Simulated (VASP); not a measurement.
A run of VASP 6.6.1 is set up as follows.

INCAR

```
SYSTEM = Fe
PREC = Accurate
ENCUT = 600
EDIFF = 1E-6
ISMEAR = -1
SIGMA = 0.05
LREAL = .False.
LASPH = .True.
NELM = 200
ALGO = Normal
ISIF = 2
LWAVE = .False.
LCHARG = .True.
ISPIN = 2
MAGMOM = 2.338 -2.338
LORBIT = 11
LMAXMIX = 4
GGA = RE
LELF = .True.
LVHAR = .True.
NBANDS = 19
GGA_COMPAT = .False.
```

The input KPOINTS:

```
regular mesh
0
Gamma
  18 18 18
  0 0 0
```

The input POSCAR:

```
Fe
1.0
    0.0000000000      2.3767844264      2.3767844264
    2.3767844264      0.0000000000      2.3767844264
    2.3767844264      2.3767844264      0.0000000000
Fe
2
Direct
    0.0000000000      0.0000000000      0.0000000000
    0.5000000000      0.5000000000      0.5000000000
```

Potentials or basis: VASP PAW PBE potentials, release 64 (Fe).

The run is started by

```sh
$ cat potpaw_PBE.64/Fe/POTCAR > POTCAR
$ mpirun -np 1 vasp_std > vasp.out
```

(1) Estimate the band gap on the k mesh.

(2) What does it give for the pressure?

Answers

(1) zero (filled and empty bands overlap).

(2) 3.2 GPa.

Caveat: the cell stands under pressure; the antiferromagnetic order is the one typed at the start, and another may lie lower; the PAW data sets were made with another functional, which shifts forces and pressure a little.
